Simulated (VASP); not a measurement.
Input of a VASP 6.6.1 run:

Contents of INCAR:

```
SYSTEM = Pd
ALGO = Normal ; EDIFF = 1E-6
ENCUT = 500 ; GGA = PE
GGA_COMPAT = .FALSE. ; ISIF = 2
ISMEAR = 0 ; LASPH = .TRUE.
LCHARG = .FALSE. ; LREAL = .FALSE.
LWAVE = .FALSE. ; NBANDS = 11
NELM = 120 ; PREC = Accurate
SIGMA = 0.15
```

KPOINTS

```
k-points
0
G
  8 8 8
  0 0 0
```

The input POSCAR:

```
Pd
1.0
    0.0000000000      2.2366350000      1.9449000000
    2.2366350000      0.0000000000      1.9449000000
    2.2366350000      2.2366350000      0.0000000000
Pd
1
Direct
    0.0000000000      0.0000000000      0.0000000000
```

Potentials or basis: VASP PAW PBE potentials, release 64 (Pd).

Command:

```bash
$ cat potpaw_PBE.64/Pd/POTCAR > POTCAR
$ mpirun -np 1 vasp_std > vasp.out
```

(1) Estimate the band gap on the k mesh.

(2) Predict the pressure.

Answers

(1) zero (band 5 reaches 6.15 eV, above the bottom of band 6 at 5.10 eV).

(2) -20.0 GPa.

Caveat: the cell differs from its parent crystal (strain +0.1500 x Voigt [1, 1, 0, 0, 0, 0]).
